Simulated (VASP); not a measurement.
Input of a VASP 6.6.1 run:

POSCAR

```
InP
1.0
    0.0000000000      2.9538133802      2.9538133802
    2.9538133802      0.0000000000      2.9538133802
    2.9538133802      2.9538133802      0.0000000000
In P
1 1
Direct
    0.0000000000      0.0000000000      0.0000000000
    0.2500000000      0.2500000000      0.2500000000
```

File INCAR.step1:

```
SYSTEM = InP
PREC = Accurate
ENCUT = 520
EDIFF = 1E-5
ISMEAR = 0
SIGMA = 0.01
LREAL = .FALSE.
LASPH = .TRUE.
NELM = 60
ALGO = Normal
ISIF = 2
LWAVE = .TRUE.
LCHARG = .FALSE.
GGA = PE
NBANDS = 16
```

Contents of INCAR.step2:

```
SYSTEM = InP
PREC = Accurate
ENCUT = 520
EDIFF = 1E-6
ISMEAR = 0
SIGMA = 0.01
LREAL = .FALSE.
LASPH = .TRUE.
NELM = 60
ALGO = Normal
ISIF = 2
LWAVE = .FALSE.
LCHARG = .FALSE.
GGA = PE
LHFCALC = .TRUE.
HFSCREEN = 0.2079
PRECFOCK = Normal
ISTART = 1
NBANDS = 16
```

KPOINTS

```
Automatic mesh
0
G
  4 4 4
  0 0 0
```

Potentials or basis: VASP PAW PBE potentials, release 64 (In_d, P).

Launch:

```console
$ cat potpaw_PBE.64/In_d/POTCAR potpaw_PBE.64/P/POTCAR > POTCAR
$ cp INCAR.step1 INCAR
$ mpirun -np 1 vasp_std > vasp.out
$ cp INCAR.step2 INCAR
$ mpirun -np 1 vasp_std > vasp.out
```

Question: What does it give for the band gap on the k mesh?

Answer: 1.39 eV.

Question: Predict the pressure.

Answer: -0.2 GPa.

Caveat: the k points lie up to 0.46 Å⁻¹ apart; the PAW data sets were made with another functional, which shifts forces and pressure a little; spin-orbit coupling is left out, which moves the levels of the heavy elements.
